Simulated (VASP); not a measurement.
The system is TiRe.

```
Ti Re
1.0
     3.11800    0.00000    0.00000
     0.00000    3.11800    0.00000
     0.00000    0.00000    3.11800
Ti Re
1 1
Direct
  0.50000 0.50000 0.50000
  0.00000 0.00000 0.00000
```

Base run:

| Property | Result |
| --- | --- |
| Program | VASP 6.6.1 |
| Functional | r2SCAN |
| Potentials or basis | VASP PAW PBE potentials, release 64 (Ti_sv, Re) |
| Cutoff | 520 eV |
| k mesh | 6 × 6 × 6 |
| Occupations | gaussian, width 0.05 eV |
| Spin | no spin polarisation |

Its results: pressure -3.3 GPa.

Q: The run is repeated on the same cell with these changes: functional from r2SCAN to PBEsol. What comes out?

A: Pressure -8.4 GPa.

Caveats: the PAW data sets were made with another functional, which shifts forces and pressure a little.
